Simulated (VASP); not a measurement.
# Cd (Fm-3m) in VASP: further runs

Cd is run at these levels: RPBE; tasks: single point.

Program: VASP 6.6.1. These are calculated values, not measurements. Logs are shortened: lines on timing, memory, paths and dates and some standing lists are left out, and cuts for length are marked.

## 1. The cell of the first run

The structure is cubic, space group Fm-3m (No. 225). The conventional cell has a = 4.544 Å, b = 4.544 Å, c = 4.544 Å, α = 90.00°, β = 90.00°, γ = 90.00°. Cd (site symmetry m-3m) has 12 Cd at 3.21 Å within 4.2 Å.

## 2. Single point, RPBE (volume scaled by 0.96)

The input, INCAR:

```
PREC = Accurate ; ENCUT = 520
EDIFF = 1E-6 ; ISMEAR = -1
SIGMA = 0.1 ; LREAL = False
LASPH = True ; NELM = 60
ALGO = Normal ; ISIF = 2
LWAVE = False ; LCHARG = True
GGA = RP ; LELF = True
LVHAR = True ; NBANDS = 12
```

The input, KPOINTS:

```
regular mesh
0
Gamma
  13 13 13
```

The input, POSCAR:

```
Cd
1.0
    0.0000000000      2.2719108740      2.2719108740
    2.2719108740      0.0000000000      2.2719108740
    2.2719108740      2.2719108740      0.0000000000
Cd
1
Direct
    0.0000000000      0.0000000000      0.0000000000
```

Potentials or basis: VASP PAW PBE potentials, release 64 (Cd).

The run is started by

```sh
cat potpaw_PBE.64/Cd/POTCAR > POTCAR
mpirun -np 1 vasp_std > vasp.out
```

OUTCAR:

```text
PREC = Accurate
   ENCUT = 520
   EDIFF = 1E-6
   ISMEAR = -1
   LREAL = False
   LASPH = True
   NELM = 60
   ISIF = 2
   GGA = RP

 ion  position               nearest neighbor table
   1  0.000  0.000  0.000-

  LATTYP: Found a face centered cubic cell.
 ALAT       =     4.5438217480

  Lattice vectors:

 A1 = (   0.0000000000,   2.2719108740,   2.2719108740)
 A2 = (   2.2719108740,   0.0000000000,   2.2719108740)
 A3 = (   2.2719108740,   2.2719108740,   0.0000000000)

Analysis of symmetry for initial positions (statically):
=====================================================================
 Subroutine PRICEL returns:
 Original cell was already a primitive cell.

 Routine SETGRP: Setting up the symmetry group for a
 face centered cubic supercell.

 Subroutine GETGRP returns: Found 48 space group operations
 (whereof 48 operations were pure point group operations)
 out of a pool of 48 trial point group operations.

The static configuration has the point symmetry O_h .

Analysis of symmetry for dynamics (positions and initial velocities):
=====================================================================
 Subroutine PRICEL returns:
 Original cell was already a primitive cell.

 Routine SETGRP: Setting up the symmetry group for a
 face centered cubic supercell.

 Subroutine GETGRP returns: Found 48 space group operations
 (whereof 48 operations were pure point group operations)
 out of a pool of 48 trial point group operations.

The dynamic configuration has the point symmetry O_h .

 Subroutine INISYM returns: Found 48 space group operations
 (whereof 48 operations are pure point group operations),
 and found     1 'primitive' translations

----------------------------------------------------------------------------------------

                                     Primitive cell

  volume of cell :      23.4533

  direct lattice vectors                    reciprocal lattice vectors
     0.000000000  2.271910874  2.271910874    -0.220079056  0.220079056  0.220079056
     2.271910874  0.000000000  2.271910874     0.220079056 -0.220079056  0.220079056
     2.271910874  2.271910874  0.000000000     0.220079056  0.220079056 -0.220079056

  length of vectors
     3.212967171  3.212967171  3.212967171     0.381188106  0.381188106  0.381188106

  position of ions in fractional coordinates (direct lattice)
     0.000000000  0.000000000  0.000000000

  ion indices of the primitive-cell ions
   primitive index   ion index
                 1           1

----------------------------------------------------------------------------------------

 KPOINTS: regular mesh

Automatic generation of k-mesh.
 Grid dimensions read from file:
 generate k-points for:   13   13   13

 Generating k-lattice:

  Cartesian coordinates                     Fractional coordinates (reciprocal lattice)
    -0.016929158  0.016929158  0.016929158     0.076923077  0.000000000  0.000000000
     0.016929158 -0.016929158  0.016929158     0.000000000  0.076923077  0.000000000
     0.016929158  0.016929158 -0.016929158     0.000000000  0.000000000  0.076923077

  Length of vectors
     0.029322162  0.029322162  0.029322162

  Shift w.r.t. Gamma in fractional coordinates (k-lattice)
     0.000000000  0.000000000  0.000000000

 Subroutine IBZKPT returns following result:
 ===========================================

 Found     84 irreducible k-points:

 Following reciprocal coordinates:
            Coordinates               Weight
  0.000000  0.000000  0.000000      1.000000
  0.076923  0.000000  0.000000      8.000000
  0.153846  0.000000  0.000000      8.000000
  0.230769  0.000000  0.000000      8.000000
  0.307692  0.000000  0.000000      8.000000
  0.384615  0.000000  0.000000      8.000000
[... 16 lines left out ...]
  0.384615  0.153846  0.000000     24.000000
  0.461538  0.153846  0.000000     24.000000
 [... further k-points ...]
   k-points           NKPTS =     84   k-points in BZ     NKDIM =     84   number of bands    NBANDS=     12
   number of dos      NEDOS =    301   number of ions     NIONS =      1
   total plane-waves  NPLWV =  13824
   dimension x,y,z NGX =    24 NGY =   24 NGZ =   24
   dimension x,y,z NGXF=    48 NGYF=   48 NGZF=   48
   ions per type =               1
   NGX,Y,Z   is equivalent  to a cutoff of  12.42, 12.42, 12.42 a.u.
   NGXF,Y,Z  is equivalent  to a cutoff of  24.84, 24.84, 24.84 a.u.
 SYSTEM =  unknown system
   PREC   = accura    normal or accurate (medium, high low for compatibility)
   ISTART =      0    job   : 0-new  1-cont  2-samecut
   ICHARG =      2    charge: 1-file 2-atom 10-const
   ISPIN  =      1    spin polarized calculation?
   LNONCOLLINEAR =      F non collinear calculations
   LSORBIT =      F    spin-orbit coupling
   LASPH  =      T    aspherical Exc in radial PAW
   ENCUT  =  520.0 eV  38.22 Ry    6.18 a.u.   5.97  5.97  5.97*2*pi/ulx,y,z
   NELM   =     60;   NELMIN=  2; NELMDL= -5     # of ELM steps
   EDIFF  = 0.1E-05   stopping-criterion for ELM
   LREAL  =      F    real-space projection
   EDIFFG = 0.1E-04   stopping-criterion for IOM
   NSW    =      0    number of steps for IOM
   IBRION =     -1    ionic relax: 0-MD 1-quasi-New 2-CG
   NFREE  =      0    steps in history (QN), initial steepest desc. (CG)
   ISIF   =      2    stress and relaxation
   ISYM   =      2    0-nonsym 1-usesym 2-fastsym
   POTIM  = 0.5000    time-step for ionic-motion
   TEBEG  =    0.0;   TEEND  =   0.0 temperature during run
   PSTRESS=    0.0 pullay stress
   NELECT =      12.0000    total number of electrons
   NUPDOWN=      -1.0000    fix difference up-down
   EMIN   =  10.00;   EMAX   =-10.00  energy-range for DOS
   EFERMI =   0.00;   METHOD = LEGACY
   ISMEAR =    -1;   SIGMA  =   0.10  broadening in eV -4-tet -1-fermi 0-gaus
   EFERMI_NEDOS =   21; number of points for ismear=-14 and -15
   IALGO  =     38    algorithm
   IMIX   =      4    mixing-type and parameters
     AMIX     =   0.40;   BMIX     =  1.00
     AMIX_MAG =   1.60;   BMIX_MAG =  1.00
  volume/ion in A,a.u.               =      23.45       158.27
  Fermi-wavevector in a.u.,A,eV,Ry     =   1.309385  2.474378 23.327032  1.714489
  Thomas-Fermi vector in A             =   2.439987
   LORBIT       =      0    0 simple, 1 ext, 2 COOP (PROOUT), +10 PAW based schemes
   GGA     = RP    functional components
   LHFCALC =     F    Hartree Fock is set to
   AEXX    =    0.0000 exact exchange contribution
   IVDW    =     0    specifies the selected vdW correction
   LEPSILON=     F    determine dielectric tensor
   LRPA    =     F    only Hartree local field effects (RPA)
 non-spin polarized calculation
  energy-cutoff  :      520.00
  volume of cell :       23.45
 maximum number of plane-waves:       646
   NGX = 11   NGY = 11   NGZ = 11

 number of electron      11.9999996 magnetization

 Free energy of the ion-electron system (eV)
  ---------------------------------------------------
  ext. energy  EPLUGINS =         0.00000000
  ---------------------------------------------------
  free energy    TOTEN  =        -0.35592254 eV

  energy without entropy =       -0.34350654  energy(sigma->0) =       -0.34971454

 E-fermi :   2.4992     XC(G=0): -10.4829

 val. band max:        2.4756282538   @ k =  -0.3077   0.3846   0.0769
 cond. band min:       2.5760178425   @ k =  -0.3846   0.4615   0.0769
 fundamental gap:      0.1003895887
 Fermi energy:         2.4991962485

 k-point     1 :       0.0000    0.0000    0.0000
  band No.  band energies     occupation
      1      -6.5126      2.00000
      2      -6.5126      2.00000
      3      -6.5126      2.00000
      4      -6.1292      2.00000
      5      -6.1292      2.00000
      6      -5.7655      2.00000
      7      16.0735      0.00000
      8      16.7725      0.00000
      9      16.7725      0.00000
     10      16.7725      0.00000
     11      19.9862      0.00000
     12      19.9862      0.00000

 k-point     2 :       0.0769    0.0000    0.0000
  band No.  band energies     occupation
      1      -6.5256      2.00000
      2      -6.4916      2.00000
      3      -6.4916      2.00000
      4      -6.1338      2.00000
      5      -6.1338      2.00000
      6      -5.6192      2.00000
      7      14.7480      0.00000
      8      16.2362      0.00000
      9      16.5251      0.00000
     10      16.5251      0.00000
     11      20.4141      0.00000
     12      20.4142      0.00000

 k-point     3 :       0.1538    0.0000    0.0000
  band No.  band energies     occupation
      1      -6.5788      2.00000
      2      -6.4464      2.00000
      3      -6.4464      2.00000
      4      -6.1322      2.00000
      5      -6.1322      2.00000
      6      -5.1606      2.00000
      7      11.9277      0.00000
      8      16.0130      0.00000
      9      16.0130      0.00000
     10      16.1873      0.00000
     11      20.2691      0.00000
     12      21.2117      0.00000

 k-point     4 :       0.2308    0.0000    0.0000
  band No.  band energies     occupation
      1      -6.6687      2.00000
      2      -6.4255      2.00000
      3      -6.4255      2.00000
      4      -6.0838      2.00000
      5      -6.0838      2.00000
      6      -4.3787      2.00000
      7       9.1167      0.00000
      8      15.4807      0.00000
      9      15.4807      0.00000
     10      16.0211      0.00000
     11      19.9064      0.00000
     12      20.2288      0.00000

 k-point     5 :       0.3077    0.0000    0.0000
  band No.  band energies     occupation
      1      -6.7688      2.00000
      2      -6.4476      2.00000
      3      -6.4476      2.00000
      4      -5.9840      2.00000
      5      -5.9840      2.00000
      6      -3.2832      2.00000
      7       6.4626      0.00000
      8      15.0167      0.00000
      9      15.0167      0.00000
     10      15.7197      0.00000
     11      19.2347      0.00000
     12      19.2347      0.00000

 k-point     6 :       0.3846    0.0000    0.0000
  band No.  band energies     occupation
      1      -6.8522      2.00000
      2      -6.4821      2.00000
      3      -6.4821      2.00000
      4      -5.8814      2.00000
      5      -5.8814      2.00000
      6      -1.8893      2.00000
      7       4.0171      0.00000
      8      14.6662      0.00000
      9      14.6662      0.00000
     10      15.4124      0.00000
     11      18.5622      0.00000
     12      18.5622      0.00000

 k-point     7 :       0.4615    0.0000    0.0000
  band No.  band energies     occupation
      1      -6.8990      2.00000
      2      -6.5047      2.00000
      3      -6.5047      2.00000
      4      -5.8189      2.00000
      5      -5.8189      2.00000
      6      -0.2333      2.00000
      7       1.8320      1.99747
      8      14.4743      0.00000
      9      14.4743      0.00000
     10      15.2274      0.00000
     11      18.2291      0.00000
     12      18.2291      0.00000

 k-point     8 :       0.0769    0.0769    0.0000
  band No.  band energies     occupation
      1      -6.5445      2.00000
      2      -6.4737      2.00000
      3      -6.4737      2.00000
      4      -6.1678      2.00000
      5      -6.1124      2.00000
      6      -5.5680      2.00000
      7      15.6166      0.00000
      8      15.6166      0.00000
      9      15.6190      0.00000
     10      16.1148      0.00000
     11      20.7016      0.00000
     12      20.8047      0.00000
[... 166 lines left out ...]
 k-point    20 :       0.1538    0.1538    0.0000
  band No.  band energies     occupation
      1      -6.6322      2.00000
      2      -6.3628      2.00000
      3      -6.3628      2.00000
      4      -6.2960      2.00000
      5      -6.0657      2.00000
      6      -4.9552      2.00000
      7      13.7769      0.00000
      8      13.7769      0.00000
      9      14.8064      0.00000
     10      14.9780      0.00000
     11      17.2462      0.00000
     12      22.6986      0.00000

 k-point    21 :       0.2308    0.1538    0.0000
  band No.  band energies     occupation
      1      -6.6796      2.00000
      2      -6.3734      2.00000
      3      -6.3054      2.00000
      4      -6.3022      2.00000
      5      -6.0229      2.00000
      6      -4.3823      2.00000
      7      11.3556      0.00000
      8      12.9899      0.00000
      9      14.4658      0.00000
     10      15.4948      0.00000
     11      16.0729      0.00000
     12      22.6006      0.00000

 k-point    22 :       0.3077    0.1538    0.0000
  band No.  band energies     occupation
      1      -6.7223      2.00000
      2      -6.4318      2.00000
      3      -6.2897      2.00000
      4      -6.2593      2.00000
      5      -5.9409      2.00000
      6      -3.4876      2.00000
      7       8.6316      0.00000
      8      12.4673      0.00000
      9      13.7908      0.00000
     10      14.3838      0.00000
     11      17.8395      0.00000
     12      22.1110      0.00000

 k-point    23 :       0.3846    0.1538    0.0000
  band No.  band energies     occupation
      1      -6.7653      2.00000
      2      -6.4832      2.00000
      3      -6.3155      2.00000
      4      -6.1863      2.00000
      5      -5.8519      2.00000
      6      -2.2865      2.00000
      7       6.0703      0.00000
      8      12.2383      0.00000
      9      12.5541      0.00000
     10      14.1736      0.00000
     11      19.8580      0.00000
     12      21.6114      0.00000

 k-point    24 :       0.4615    0.1538    0.0000
  band No.  band energies     occupation
      1      -6.7926      2.00000
      2      -6.5257      2.00000
      3      -6.3498      2.00000
      4      -6.0972      2.00000
      5      -5.8028      2.00000
      6      -0.7954      2.00000
      7       3.7254      0.00001
      8      11.5040      0.00000
      9      12.3297      0.00000
     10      14.1770      0.00000
     11      21.0395      0.00000
     12      21.0592      0.00000

 [... further k-points ...]
[... 5 lines left out ...]
  --------------------------------------------------------------------------------------
  -------------------------------------------------------------------------------------
  Total        0.2234342      0.2234342      0.2234342     -0.0000000      0.0000000     -0.0000000
  in kB       15.2635772     15.2635772     15.2635772     -0.0000000      0.0000000     -0.0000000
  external PRESSURE =      15.2635772 kB  Pullay stress =       0.0000000 kB

 VOLUME and BASIS-vectors are now :
 -----------------------------------------------------------------------------
  energy-cutoff  :      520.00
  volume of cell :       23.45
      direct lattice vectors                 reciprocal lattice vectors
     0.000000000  2.271910874  2.271910874    -0.220079056  0.220079056  0.220079056
     2.271910874  0.000000000  2.271910874     0.220079056 -0.220079056  0.220079056
     2.271910874  2.271910874  0.000000000     0.220079056  0.220079056 -0.220079056

 POSITION                                       TOTAL-FORCE (eV/Angst)
 -----------------------------------------------------------------------------------
      0.00000      0.00000      0.00000         0.000000     -0.000000      0.000000
 -----------------------------------------------------------------------------------
    total drift:                               -0.000000     -0.000000     -0.000000

  FREE ENERGIE OF THE ION-ELECTRON SYSTEM (eV)
  ---------------------------------------------------
  free  energy   TOTEN  =        -0.3559225437 eV

  energy  without entropy=       -0.3435065357  energy(sigma->0) =       -0.34971454
```

It took 7.9 s on 1 thread of Intel Xeon Platinum 8375C at 2.90GHz (Ice Lake), shared host; peak memory 0.15 GiB.

Results:

| Item | Value |
| --- | --- |
| Free energy | -0.3559 eV |
| Pressure | 1.5 GPa |
| Band gap on the k mesh | zero (band 6 reaches 3.60 eV, above the bottom of band 7 at 1.33 eV) |

Levels at points of the mesh, in eV from the Fermi level:
```tsv
k point	band 4	band 5	band 6	band 7	band 8	band 9
(0.00, 0.00, 0.00)	-8.63	-8.63	-8.26	13.57	14.27	14.27
```

Caveat: the PAW data sets were made with another functional, which shifts forces and pressure a little.

(Continued in part 2 of 3.)
